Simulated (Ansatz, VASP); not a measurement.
Two plane-wave programs on CdSe

```
CELL_PARAMETERS angstrom
4.29900 0.00000 0.00000
-2.14950 3.72304 0.00000
0.00000 0.00000 7.01000
ATOMIC_POSITIONS crystal
Cd 0.33333 0.66667 0.00048
Cd 0.66667 0.33333 0.50048
Se 0.33333 0.66667 0.37631
Se 0.66667 0.33333 0.87631
```

Alike in both runs: task electric field gradients; functional r2SCAN; k mesh 12 × 12 × 6; occupations fermi-dirac, width 0.02 eV; no spin polarisation.

|  | VASP | Ansatz |
| --- | --- | --- |
| version | VASP 6.6.1 | Ansatz 0.2.0 |
| potentials or method | VASP PAW PBE potentials, release 64 (Cd, Se) | plane-wave PAW, scalar-relativistic |
| plane-wave cutoff (eV) | 520 | 500 |
| valence electrons in the cell | 36 | 72 |

Ansatz gave:

```
gap on the k mesh at the Fermi level (eV)            : 1.17
pressure (GPa)                                       : 1.6
size of Vzz on the site where it differs most (V/Å²) : 2.1
```

Estimate VASP's values.

gap on the k mesh at the Fermi level (eV): 1.16; pressure (GPa): 1.9; size of Vzz on the site where it differs most (V/Å²): 2.2.

VASP's potentials were made for PBE, not for r2SCAN. The functional is the same, so the differences come from potentials, cutoffs and numerics. VASP's potentials hold 36 valence electrons a cell and Ansatz's 72, so a difference there can come from the potentials and not from the codes.
